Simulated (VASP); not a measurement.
Crystal: Yb.

```
Yb
1.0
    -2.15148    2.15148    2.15148
     2.15148   -2.15148    2.15148
     2.15148    2.15148   -2.15148
Yb
1
Direct
  0.00000 0.00000 0.00000
```

This isn't the form of Yb at room conditions, which is fcc.

Base run:

```yaml
Program: VASP 6.6.1
Functional: PBE
Potentials_or_basis: VASP PAW PBE potentials, release 64 (Yb)
Cutoff: 520 eV
k_mesh: 7 × 7 × 7
Occupations: fermi-dirac, width 0.05 eV
Spin: collinear spin, ferromagnetic start
Starting_moments: "[1.5] μB"
Fixed_moment: 1.5 μB
```

Its results: pressure -3.2 GPa; site moments Yb +0.66 μB.

Problem. After a change of settings the same cell gave: pressure -2.4 GPa; site moments Yb +0.10 μB. Which change was it?
A. functional from PBE to PBEsol
B. fixed moment from 1.5 μB to 1 μB; moments at the start from [1.5] to [1.0]
C. fixed moment from 1.5 μB to 0.2 μB; moments at the start from [1.5] to [0.2]

Solution. C.

Caveats: the total moment is fixed, so each spin has its own Fermi level; the cell stands under tension (at least some runs).
